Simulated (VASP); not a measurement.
# AgI (wurtzite type) (P6_3mc) in VASP: single point with PBE

Aim: the single point of AgI (wurtzite type) with PBE.

Program: VASP 6.6.1. These are calculated values, not measurements. Logs are shortened: lines on timing, memory, paths and dates and some standing lists are left out, and cuts for length are marked.

### 1 The cell of the first run

It takes space group P6_3mc (No. 186, hexagonal). Conventional cell: a = 4.686 Å, b = 4.686 Å, c = 7.666 Å, α = 90.00°, β = 90.00°, γ = 120.00°. Ag (site symmetry 3m) has 4 I at 2.87 Å within 3.8 Å. Within 3.8 Å of I (site symmetry 3m) lie 4 Ag at 2.87 Å.

### 2 Single point, PBE

The input, INCAR:

```
PREC = Accurate ; ENCUT = 500
EDIFF = 1E-6 ; ISMEAR = -1
SIGMA = 0.05 ; LREAL = F
LASPH = T ; NELM = 120
ALGO = Normal ; ISIF = 2
LWAVE = F ; LCHARG = F
GGA = PE ; NBANDS = 26
GGA_COMPAT = F
```

The input, KPOINTS:

```
Automatic mesh
0
Gamma
  10 10 6
```

The input, POSCAR:

```
AgI
1.0
    4.6857383264      0.0000000000      0.0000000000
   -2.3428691632      4.0579684261      0.0000000000
    0.0000000000      0.0000000000      7.6664781241
Ag I
2 2
Direct
    0.3333333333      0.6666666667      0.0006015325
    0.6666666667      0.3333333333      0.5006015325
    0.3333333333      0.6666666667      0.3753984675
    0.6666666667      0.3333333333      0.8753984675
```

Potentials or basis: VASP PAW PBE potentials, release 64 (Ag, I).

Launch:

```sh
$ cat potpaw_PBE.64/Ag/POTCAR potpaw_PBE.64/I/POTCAR > POTCAR
$ mpirun -np 1 vasp_std > vasp.out
```

OUTCAR:

```text
PREC = Accurate
   ENCUT = 500
   EDIFF = 1E-6
   ISMEAR = -1
   LREAL = F
   LASPH = T
   NELM = 120
   ISIF = 2
   GGA = PE

 ion  position               nearest neighbor table
   1  0.333  0.667  0.001-   4 2.87   4 2.87   4 2.87   3 2.87
   2  0.667  0.333  0.501-   3 2.87   3 2.87   3 2.87   4 2.87
   3  0.333  0.667  0.375-   2 2.87   2 2.87   2 2.87   1 2.87
   4  0.667  0.333  0.875-   1 2.87   1 2.87   1 2.87   2 2.87

  LATTYP: Found a hexagonal cell.
 ALAT       =     4.6857383264
 C/A-ratio  =     1.6361302297

  Lattice vectors:

 A1 = (   4.6857383264,   0.0000000000,   0.0000000000)
 A2 = (  -2.3428691632,   4.0579684261,   0.0000000000)
 A3 = (   0.0000000000,   0.0000000000,   7.6664781241)

Analysis of symmetry for initial positions (statically):
=====================================================================
 Subroutine PRICEL returns:
 Original cell was already a primitive cell.

 Routine SETGRP: Setting up the symmetry group for a
 hexagonal supercell.

 Subroutine GETGRP returns: Found 12 space group operations
 (whereof  6 operations were pure point group operations)
 out of a pool of 24 trial point group operations.

The static configuration has the point symmetry C_3v.
 The point group associated with its full space group is C_6v.

Analysis of symmetry for dynamics (positions and initial velocities):
=====================================================================
 Subroutine PRICEL returns:
 Original cell was already a primitive cell.

 Routine SETGRP: Setting up the symmetry group for a
 hexagonal supercell.

 Subroutine GETGRP returns: Found 12 space group operations
 (whereof  6 operations were pure point group operations)
 out of a pool of 24 trial point group operations.

The dynamic configuration has the point symmetry C_3v.
 The point group associated with its full space group is C_6v.

 Subroutine INISYM returns: Found 12 space group operations
 (whereof  6 operations are pure point group operations),
 and found     1 'primitive' translations

----------------------------------------------------------------------------------------

                                     Primitive cell

  volume of cell :     145.7748

  direct lattice vectors                    reciprocal lattice vectors
     4.685738326  0.000000000  0.000000000     0.213413539  0.123214364  0.000000000
    -2.342869163  4.057968426  0.000000000     0.000000000  0.246428729  0.000000000
     0.000000000  0.000000000  7.666478124     0.000000000  0.000000000  0.130437990

  length of vectors
     4.685738326  4.685738326  7.666478124     0.246428729  0.246428729  0.130437990

  position of ions in fractional coordinates (direct lattice)
     0.333333333  0.666666667  0.000601532
     0.666666667  0.333333333  0.500601532
     0.333333333  0.666666667  0.375398467
     0.666666667  0.333333333  0.875398467

  ion indices of the primitive-cell ions
   primitive index   ion index
                 1           1
                 2           2
                 3           3
                 4           4

----------------------------------------------------------------------------------------

 KPOINTS: Automatic mesh

Automatic generation of k-mesh.
 Grid dimensions read from file:
 generate k-points for:   10   10    6

 Generating k-lattice:

  Cartesian coordinates                     Fractional coordinates (reciprocal lattice)
     0.021341354  0.012321436  0.000000000     0.100000000 -0.000000000  0.000000000
     0.000000000  0.024642873  0.000000000     0.000000000  0.100000000  0.000000000
     0.000000000  0.000000000  0.021739665     0.000000000  0.000000000  0.166666667

  Length of vectors
     0.024642873  0.024642873  0.021739665

  Shift w.r.t. Gamma in fractional coordinates (k-lattice)
     0.000000000  0.000000000  0.000000000

 Subroutine IBZKPT returns following result:
 ===========================================

 Found     56 irreducible k-points:

 Following reciprocal coordinates:
            Coordinates               Weight
  0.000000  0.000000  0.000000      1.000000
  0.100000  0.000000  0.000000      6.000000
  0.200000  0.000000  0.000000      6.000000
  0.300000 -0.000000  0.000000      6.000000
  0.400000 -0.000000  0.000000      6.000000
  0.500000 -0.000000  0.000000      3.000000
[... 16 lines left out ...]
  0.300000  0.100000  0.166667     24.000000
  0.400000  0.100000  0.166667     24.000000
 [... further k-points ...]
   k-points           NKPTS =     56   k-points in BZ     NKDIM =     56   number of bands    NBANDS=     26
   number of dos      NEDOS =    301   number of ions     NIONS =      4
   total plane-waves  NPLWV =  72576
   dimension x,y,z NGX =    36 NGY =   36 NGZ =   56
   dimension x,y,z NGXF=    72 NGYF=   72 NGZF=  112
   ions per type =               2   2
   NGX,Y,Z   is equivalent  to a cutoff of  12.77, 12.77, 12.14 a.u.
   NGXF,Y,Z  is equivalent  to a cutoff of  25.54, 25.54, 24.29 a.u.
 SYSTEM =  unknown system
   PREC   = accura    normal or accurate (medium, high low for compatibility)
   ISTART =      0    job   : 0-new  1-cont  2-samecut
   ICHARG =      2    charge: 1-file 2-atom 10-const
   ISPIN  =      1    spin polarized calculation?
   LNONCOLLINEAR =      F non collinear calculations
   LSORBIT =      F    spin-orbit coupling
   LASPH  =      T    aspherical Exc in radial PAW
   ENCUT  =  500.0 eV  36.75 Ry    6.06 a.u.   8.54  8.54 13.98*2*pi/ulx,y,z
   NELM   =    120;   NELMIN=  2; NELMDL= -5     # of ELM steps
   EDIFF  = 0.1E-05   stopping-criterion for ELM
   LREAL  =      F    real-space projection
   EDIFFG = 0.1E-04   stopping-criterion for IOM
   NSW    =      0    number of steps for IOM
   IBRION =     -1    ionic relax: 0-MD 1-quasi-New 2-CG
   NFREE  =      0    steps in history (QN), initial steepest desc. (CG)
   ISIF   =      2    stress and relaxation
   ISYM   =      2    0-nonsym 1-usesym 2-fastsym
   POTIM  = 0.5000    time-step for ionic-motion
   TEBEG  =    0.0;   TEEND  =   0.0 temperature during run
   PSTRESS=    0.0 pullay stress
   NELECT =      36.0000    total number of electrons
   NUPDOWN=      -1.0000    fix difference up-down
   EMIN   =  10.00;   EMAX   =-10.00  energy-range for DOS
   EFERMI =   0.00;   METHOD = LEGACY
   ISMEAR =    -1;   SIGMA  =   0.05  broadening in eV -4-tet -1-fermi 0-gaus
   EFERMI_NEDOS =   21; number of points for ismear=-14 and -15
   IALGO  =     38    algorithm
   IMIX   =      4    mixing-type and parameters
     AMIX     =   0.40;   BMIX     =  1.00
     AMIX_MAG =   1.60;   BMIX_MAG =  1.00
  volume/ion in A,a.u.               =      36.44       245.93
  Fermi-wavevector in a.u.,A,eV,Ry     =   1.027105  1.940947 14.353391  1.054944
  Thomas-Fermi vector in A             =   2.161032
   LORBIT       =      0    0 simple, 1 ext, 2 COOP (PROOUT), +10 PAW based schemes
   GGA     = PE    functional components
   LHFCALC =     F    Hartree Fock is set to
   AEXX    =    0.0000 exact exchange contribution
   IVDW    =     0    specifies the selected vdW correction
   LEPSILON=     F    determine dielectric tensor
   LRPA    =     F    only Hartree local field effects (RPA)
 non-spin polarized calculation
  energy-cutoff  :      500.00
  volume of cell :      145.77
 maximum number of plane-waves:      3736
 NGX is ok and might be reduce to    36
   NGX = 17   NGY = 17   NGZ = 27

 number of electron      35.9999995 magnetization

 Free energy of the ion-electron system (eV)
  ---------------------------------------------------
  ext. energy  EPLUGINS =         0.00000000
  ---------------------------------------------------
  free energy    TOTEN  =        -9.58124030 eV

  energy without entropy =       -9.58124028  energy(sigma->0) =       -9.58124029

 E-fermi :   3.1987     XC(G=0):  -8.1417

 val. band max:        2.4595715559   @ k =   0.0000   0.0000   0.0000
 cond. band min:       3.8279897588   @ k =   0.0000   0.0000   0.0000
 fundamental gap:      1.3684182029
 Fermi energy:         3.1987124408

 k-point     1 :       0.0000    0.0000    0.0000
  band No.  band energies     occupation
      1     -10.0158      2.00000
      2      -9.7716      2.00000
      3      -1.3858      2.00000
      4      -1.3832      2.00000
      5      -1.3832      2.00000
      6      -1.2849      2.00000
[... 18 lines left out ...]
     25       9.1593      0.00000
     26       9.6613      0.00000

 k-point     2 :       0.1000    0.0000    0.0000
  band No.  band energies     occupation
      1      -9.9960      2.00000
      2      -9.7616      2.00000
      3      -1.4009      2.00000
      4      -1.3694      2.00000
      5      -1.3678      2.00000
      6      -1.2601      2.00000
[... 18 lines left out ...]
     25       9.3438      0.00000
     26       9.5177      0.00000

 k-point     3 :       0.2000    0.0000    0.0000
  band No.  band energies     occupation
      1      -9.9420      2.00000
      2      -9.7365      2.00000
      3      -1.4419      2.00000
      4      -1.3403      2.00000
      5      -1.3280      2.00000
      6      -1.2468      2.00000
[... 18 lines left out ...]
     25       9.2966      0.00000
     26       9.8520      0.00000

 k-point     4 :       0.3000   -0.0000    0.0000
  band No.  band energies     occupation
      1      -9.8698      2.00000
      2      -9.7090      2.00000
      3      -1.4767      2.00000
      4      -1.3374      2.00000
      5      -1.2815      2.00000
      6      -1.1839      2.00000
[... 18 lines left out ...]
     25       9.8591      0.00000
     26       9.9190      0.00000
[... 496 lines left out ...]
      1      -9.8839      2.00000
      2      -9.7299      2.00000
      3      -1.4628      2.00000
      4      -1.3609      2.00000
      5      -1.2953      2.00000
      6      -1.2458      2.00000
[... 18 lines left out ...]
     25       9.6377      0.00000
     26      10.0021      0.00000

 k-point    23 :       0.3000    0.1000    0.1667
  band No.  band energies     occupation
      1      -9.8165      2.00000
      2      -9.7055      2.00000
      3      -1.4742      2.00000
      4      -1.3652      2.00000
      5      -1.2568      2.00000
      6      -1.1567      2.00000
[... 18 lines left out ...]
     25       9.7277      0.00000
     26      10.2855      0.00000

 k-point    24 :       0.4000    0.1000    0.1667
  band No.  band energies     occupation
      1      -9.7676      2.00000
      2      -9.6967      2.00000
      3      -1.4668      2.00000
      4      -1.3676      2.00000
      5      -1.2327      2.00000
      6      -1.0792      2.00000
[... 18 lines left out ...]
     25       9.9499      0.00000
     26      10.9136      0.00000

 [... further k-points ...]

------------------------ aborting loop because EDIFF is reached ----------------------------------------

  FORCE on cell =-STRESS in cart. coord.  units (eV):
  Direction    XX          YY          ZZ          XY          YZ          ZX
  --------------------------------------------------------------------------------------
  -------------------------------------------------------------------------------------
  Total       -0.0711052     -0.0711052     -0.0787058      0.0000000      0.0000000      0.0000000
  in kB       -0.7815007     -0.7815007     -0.8650370      0.0000000      0.0000000      0.0000000
  external PRESSURE =      -0.8093461 kB  Pullay stress =       0.0000000 kB

 VOLUME and BASIS-vectors are now :
 -----------------------------------------------------------------------------
  energy-cutoff  :      500.00
  volume of cell :      145.77
      direct lattice vectors                 reciprocal lattice vectors
     4.685738326  0.000000000  0.000000000     0.213413539  0.123214364  0.000000000
    -2.342869163  4.057968426  0.000000000     0.000000000  0.246428729  0.000000000
     0.000000000  0.000000000  7.666478124     0.000000000  0.000000000  0.130437990

 POSITION                                       TOTAL-FORCE (eV/Angst)
 -----------------------------------------------------------------------------------
     -0.00000      2.70531      0.00461         0.000000     -0.000000      0.000141
      2.34287      1.35266      3.83785        -0.000000     -0.000000      0.000141
     -0.00000      2.70531      2.87798        -0.000000      0.000000     -0.000141
      2.34287      1.35266      6.71122         0.000000     -0.000000     -0.000141
 -----------------------------------------------------------------------------------
    total drift:                               -0.000000      0.000000     -0.000659

  FREE ENERGIE OF THE ION-ELECTRON SYSTEM (eV)
  ---------------------------------------------------
  free  energy   TOTEN  =        -9.5812402986 eV

  energy  without entropy=       -9.5812402810  energy(sigma->0) =       -9.58124029
```

Run time: 1.8 min. Hardware: 1 thread of AMD EPYC 9R45 (Zen 5), shared host; peak memory 0.32 GiB.

Results:

```yaml
Free_energy: -9.5812 eV
Pressure: -0.1 GPa
Band_gap_on_the_k_mesh: 1.37 eV, direct
```

Levels at points of the mesh, in eV from the valence-band top:
| k point | band 15 | band 16 | band 17 | band 18 | band 19 | band 20 | band 21 | band 22 |
| --- | --- | --- | --- | --- | --- | --- | --- | --- |
| (0.00, 0.00, 0.00) | -0.63 | -0.06 | 0.00 | 0.00 | 1.37 | 2.67 | 5.85 | 5.85 |
| (0.50, 0.00, 0.00) | -1.98 | -1.59 | -0.91 | -0.64 | 3.31 | 3.65 | 4.90 | 5.79 |
| (0.00, 0.00, 0.50) | -0.32 | -0.32 | -0.32 | -0.32 | 2.64 | 2.64 | 5.64 | 5.64 |
| (0.50, 0.00, 0.50) | -1.11 | -1.11 | -1.11 | -1.11 | 3.30 | 3.30 | 4.94 | 4.94 |

Caveat: spin-orbit coupling is left out, which moves the levels of the heavy elements. A k mesh can miss the band edges.
